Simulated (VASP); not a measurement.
# Al2Au (Fm-3m) in VASP: a series of runs

The runs below take Al2Au through single point, with LDA, PBEsol.

Program: VASP 6.6.1. These are calculated values, not measurements. Logs are shortened: lines on timing, memory, paths and dates and some standing lists are left out, and cuts for length are marked.

## 1. The cell of the first run

The structure is cubic, space group Fm-3m (No. 225). The conventional cell has a = 6.040 Å, b = 6.040 Å, c = 6.040 Å, α = 90.00°, β = 90.00°, γ = 90.00°. Au (site symmetry m-3m) has 8 Al at 2.62 Å within 3.4 Å. Al (site symmetry -43m) has 4 Au at 2.62 Å and 6 Al at 3.02 Å within 3.4 Å.

## 2. Single point, LDA (volume scaled by 1.02)

INCAR reads:

```
ALGO = Normal ; EDIFF = 1E-6
ENCUT = 520 ; ISIF = 2
ISMEAR = -1 ; LASPH = T
LCHARG = T ; LELF = T
LREAL = F ; LVHAR = T
LWAVE = F ; NBANDS = 16
NELM = 60 ; PREC = Accurate
SIGMA = 0.05
```

KPOINTS reads:

```
k-points
0
Gamma
  8 8 8
```

POSCAR reads:

```
Al2Au
1.0
    0.0000000000      3.0198681287      3.0198681287
    3.0198681287      0.0000000000      3.0198681287
    3.0198681287      3.0198681287      0.0000000000
Au Al
1 2
Direct
    0.0000000000      0.0000000000      0.0000000000
    0.7500000000      0.7500000000      0.7500000000
    0.2500000000      0.2500000000      0.2500000000
```

Potentials or basis: VASP PAW LDA potentials, release 64 (Au, Al).

Run with:

```bash
$ cat potpaw_LDA.64/Au/POTCAR potpaw_LDA.64/Al/POTCAR > POTCAR
$ mpirun -np 1 vasp_std > vasp.out
```

OUTCAR:

```text
EDIFF = 1E-6
   ENCUT = 520
   ISIF = 2
   ISMEAR = -1
   LASPH = T
   LREAL = F
   NELM = 60
   PREC = Accurate

 ion  position               nearest neighbor table
   1  0.000  0.000  0.000-   2 2.62   2 2.62   2 2.62   3 2.62   3 2.62   3 2.62   3 2.62   2 2.62

   2  0.750  0.750  0.750-   1 2.62   1 2.62   1 2.62   1 2.62   3 3.02   3 3.02   3 3.02   3 3.02
                             3 3.02   3 3.02
   3  0.250  0.250  0.250-   1 2.62   1 2.62   1 2.62   1 2.62   2 3.02   2 3.02   2 3.02   2 3.02
                             2 3.02   2 3.02

  LATTYP: Found a face centered cubic cell.
 ALAT       =     6.0397362574

  Lattice vectors:

 A1 = (   0.0000000000,   3.0198681287,   3.0198681287)
 A2 = (   3.0198681287,   0.0000000000,   3.0198681287)
 A3 = (   3.0198681287,   3.0198681287,   0.0000000000)

Analysis of symmetry for initial positions (statically):
=====================================================================
 Subroutine PRICEL returns:
 Original cell was already a primitive cell.

 Routine SETGRP: Setting up the symmetry group for a
 face centered cubic supercell.

 Subroutine GETGRP returns: Found 48 space group operations
 (whereof 48 operations were pure point group operations)
 out of a pool of 48 trial point group operations.

The static configuration has the point symmetry O_h .

Analysis of symmetry for dynamics (positions and initial velocities):
=====================================================================
 Subroutine PRICEL returns:
 Original cell was already a primitive cell.

 Routine SETGRP: Setting up the symmetry group for a
 face centered cubic supercell.

 Subroutine GETGRP returns: Found 48 space group operations
 (whereof 48 operations were pure point group operations)
 out of a pool of 48 trial point group operations.

The dynamic configuration has the point symmetry O_h .

 Subroutine INISYM returns: Found 48 space group operations
 (whereof 48 operations are pure point group operations),
 and found     1 'primitive' translations

----------------------------------------------------------------------------------------

                                     Primitive cell

  volume of cell :      55.0800

  direct lattice vectors                    reciprocal lattice vectors
     0.000000000  3.019868129  3.019868129    -0.165570144  0.165570144  0.165570144
     3.019868129  0.000000000  3.019868129     0.165570144 -0.165570144  0.165570144
     3.019868129  3.019868129  0.000000000     0.165570144  0.165570144 -0.165570144

  length of vectors
     4.270738464  4.270738464  4.270738464     0.286775901  0.286775901  0.286775901

  position of ions in fractional coordinates (direct lattice)
     0.000000000  0.000000000  0.000000000
     0.750000000  0.750000000  0.750000000
     0.250000000  0.250000000  0.250000000

  ion indices of the primitive-cell ions
   primitive index   ion index
                 1           1
                 2           2
                 3           3

----------------------------------------------------------------------------------------

 KPOINTS: k-points

Automatic generation of k-mesh.
 Grid dimensions read from file:
 generate k-points for:    8    8    8

 Generating k-lattice:

  Cartesian coordinates                     Fractional coordinates (reciprocal lattice)
    -0.020696268  0.020696268  0.020696268     0.125000000  0.000000000  0.000000000
     0.020696268 -0.020696268  0.020696268     0.000000000  0.125000000  0.000000000
     0.020696268  0.020696268 -0.020696268     0.000000000  0.000000000  0.125000000

  Length of vectors
     0.035846988  0.035846988  0.035846988

  Shift w.r.t. Gamma in fractional coordinates (k-lattice)
     0.000000000  0.000000000  0.000000000

 Subroutine IBZKPT returns following result:
 ===========================================

 Found     29 irreducible k-points:

 Following reciprocal coordinates:
            Coordinates               Weight
  0.000000  0.000000  0.000000      1.000000
  0.125000  0.000000  0.000000      8.000000
  0.250000  0.000000  0.000000      8.000000
  0.375000  0.000000  0.000000      8.000000
  0.500000  0.000000  0.000000      4.000000
  0.125000  0.125000  0.000000      6.000000
[... 16 lines left out ...]
  0.500000  0.250000  0.125000     48.000000
 -0.375000  0.250000  0.125000     24.000000
 [... further k-points ...]
   k-points           NKPTS =     29   k-points in BZ     NKDIM =     29   number of bands    NBANDS=     16
   number of dos      NEDOS =    301   number of ions     NIONS =      3
   total plane-waves  NPLWV =  32768
   dimension x,y,z NGX =    32 NGY =   32 NGZ =   32
   dimension x,y,z NGXF=    64 NGYF=   64 NGZF=   64
   ions per type =               1   2
   NGX,Y,Z   is equivalent  to a cutoff of  12.46, 12.46, 12.46 a.u.
   NGXF,Y,Z  is equivalent  to a cutoff of  24.91, 24.91, 24.91 a.u.
 SYSTEM =  unknown system
   PREC   = accura    normal or accurate (medium, high low for compatibility)
   ISTART =      0    job   : 0-new  1-cont  2-samecut
   ICHARG =      2    charge: 1-file 2-atom 10-const
   ISPIN  =      1    spin polarized calculation?
   LNONCOLLINEAR =      F non collinear calculations
   LSORBIT =      F    spin-orbit coupling
   LASPH  =      T    aspherical Exc in radial PAW
   ENCUT  =  520.0 eV  38.22 Ry    6.18 a.u.   7.94  7.94  7.94*2*pi/ulx,y,z
   NELM   =     60;   NELMIN=  2; NELMDL= -5     # of ELM steps
   EDIFF  = 0.1E-05   stopping-criterion for ELM
   LREAL  =      F    real-space projection
   EDIFFG = 0.1E-04   stopping-criterion for IOM
   NSW    =      0    number of steps for IOM
   IBRION =     -1    ionic relax: 0-MD 1-quasi-New 2-CG
   NFREE  =      0    steps in history (QN), initial steepest desc. (CG)
   ISIF   =      2    stress and relaxation
   ISYM   =      2    0-nonsym 1-usesym 2-fastsym
   POTIM  = 0.5000    time-step for ionic-motion
   TEBEG  =    0.0;   TEEND  =   0.0 temperature during run
   PSTRESS=    0.0 pullay stress
   NELECT =      17.0000    total number of electrons
   NUPDOWN=      -1.0000    fix difference up-down
   EMIN   =  10.00;   EMAX   =-10.00  energy-range for DOS
   EFERMI =   0.00;   METHOD = LEGACY
   ISMEAR =    -1;   SIGMA  =   0.05  broadening in eV -4-tet -1-fermi 0-gaus
   EFERMI_NEDOS =   21; number of points for ismear=-14 and -15
   IALGO  =     38    algorithm
   IMIX   =      4    mixing-type and parameters
     AMIX     =   0.40;   BMIX     =  1.00
     AMIX_MAG =   1.60;   BMIX_MAG =  1.00
  volume/ion in A,a.u.               =      18.36       123.90
  Fermi-wavevector in a.u.,A,eV,Ry     =   1.106352  2.090701 16.653719  1.224014
  Thomas-Fermi vector in A             =   2.242851
   LORBIT       =      0    0 simple, 1 ext, 2 COOP (PROOUT), +10 PAW based schemes
   GGA     = CA    functional components
   LHFCALC =     F    Hartree Fock is set to
   AEXX    =    0.0000 exact exchange contribution
   IVDW    =     0    specifies the selected vdW correction
   LEPSILON=     F    determine dielectric tensor
   LRPA    =     F    only Hartree local field effects (RPA)
 non-spin polarized calculation
  energy-cutoff  :      520.00
  volume of cell :       55.08
 maximum number of plane-waves:      1524
   NGX = 15   NGY = 15   NGZ = 15

 number of electron      17.0000002 magnetization

 Free energy of the ion-electron system (eV)
  ---------------------------------------------------
  ext. energy  EPLUGINS =         0.00000000
  ---------------------------------------------------
  free energy    TOTEN  =       -14.26947751 eV

  energy without entropy =      -14.25998613  energy(sigma->0) =      -14.26473182

 E-fermi :   7.3607     XC(G=0): -10.6304

 val. band max:        7.3271497459   @ k =   0.3750   0.1250   0.0000
 cond. band min:       7.3658662202   @ k =   0.3750   0.1250   0.0000
 fundamental gap:      0.0387164743
 Fermi energy:         7.3606511160

 k-point     1 :       0.0000    0.0000    0.0000
  band No.  band energies     occupation
      1      -3.0335      2.00000
      2       0.8496      2.00000
      3       0.8496      2.00000
      4       0.8496      2.00000
      5       1.7938      2.00000
      6       1.7938      2.00000
[... 8 lines left out ...]
     15      13.0090      0.00000
     16      13.0090      0.00000

 k-point     2 :       0.1250    0.0000    0.0000
  band No.  band energies     occupation
      1      -2.8327      2.00000
      2       0.7840      2.00000
      3       0.8982      2.00000
      4       0.8982      2.00000
      5       1.7845      2.00000
      6       1.7845      2.00000
[... 8 lines left out ...]
     15      12.6709      0.00000
     16      12.7061      0.00000

 k-point     3 :       0.2500    0.0000    0.0000
  band No.  band energies     occupation
      1      -2.2592      2.00000
      2       0.6581      2.00000
      3       1.0016      2.00000
      4       1.0016      2.00000
      5       1.7908      2.00000
      6       1.7908      2.00000
[... 8 lines left out ...]
     15      13.6317      0.00000
     16      13.6778      0.00000

 k-point     4 :       0.3750    0.0000    0.0000
  band No.  band energies     occupation
      1      -1.4684      2.00000
      2       0.6718      2.00000
      3       1.0717      2.00000
      4       1.0717      2.00000
      5       1.8555      2.00000
      6       1.8555      2.00000
[... 8 lines left out ...]
     15      15.1571      0.00000
     16      15.2320      0.00000
[... 324 lines left out ...]
 k-point    22 :       0.3750    0.2500    0.1250
  band No.  band energies     occupation
      1      -1.7421      2.00000
      2       0.4882      2.00000
      3       1.1180      2.00000
      4       1.1694      2.00000
      5       1.6322      2.00000
      6       1.9263      2.00000
[... 8 lines left out ...]
     15      14.6785      0.00000
     16      16.1670      0.00000

 k-point    23 :       0.5000    0.2500    0.1250
  band No.  band energies     occupation
      1      -0.9489      2.00000
      2       0.4515      2.00000
      3       1.1405      2.00000
      4       1.2837      2.00000
      5       1.7595      2.00000
      6       1.9160      2.00000
[... 8 lines left out ...]
     15      15.7587      0.00000
     16      16.7518      0.00000

 k-point    24 :      -0.3750    0.2500    0.1250
  band No.  band energies     occupation
      1      -0.5032      2.00000
      2       0.5822      2.00000
      3       1.2171      2.00000
      4       1.3121      2.00000
      5       1.7161      2.00000
      6       1.9659      2.00000
[... 8 lines left out ...]
     15      14.8033      0.00000
     16      17.3499      0.00000

 [... further k-points ...]
[... 5 lines left out ...]
  --------------------------------------------------------------------------------------
  -------------------------------------------------------------------------------------
  Total       -1.5371084     -1.5371084     -1.5371084     -0.0000000     -0.0000000      0.0000000
  in kB      -44.7116976    -44.7116976    -44.7116976     -0.0000000     -0.0000000      0.0000000
  external PRESSURE =     -44.7116976 kB  Pullay stress =       0.0000000 kB

 VOLUME and BASIS-vectors are now :
 -----------------------------------------------------------------------------
  energy-cutoff  :      520.00
  volume of cell :       55.08
      direct lattice vectors                 reciprocal lattice vectors
     0.000000000  3.019868129  3.019868129    -0.165570144  0.165570144  0.165570144
     3.019868129  0.000000000  3.019868129     0.165570144 -0.165570144  0.165570144
     3.019868129  3.019868129  0.000000000     0.165570144  0.165570144 -0.165570144

 POSITION                                       TOTAL-FORCE (eV/Angst)
 -----------------------------------------------------------------------------------
      0.00000      0.00000      0.00000         0.000000     -0.000000     -0.000000
      4.52980      4.52980      4.52980         0.000000     -0.000000     -0.000000
      1.50993      1.50993      1.50993        -0.000000      0.000000      0.000000
 -----------------------------------------------------------------------------------
    total drift:                                0.000000     -0.000000      0.000000

  FREE ENERGIE OF THE ION-ELECTRON SYSTEM (eV)
  ---------------------------------------------------
  free  energy   TOTEN  =       -14.2694775053 eV

  energy  without entropy=      -14.2599861312  energy(sigma->0) =      -14.26473182
```

Run time: 28 s. Hardware: 1 thread of Intel Xeon Platinum 8259CL at 2.50GHz (Skylake/Cascade Lake), shared host; peak memory 0.16 GiB.

Results:

```
Free energy : -14.2695 eV
Pressure    : -4.5 GPa
```

Caveat: spin-orbit coupling is left out, which moves the levels of the heavy elements.

[end of part 1 of 2]
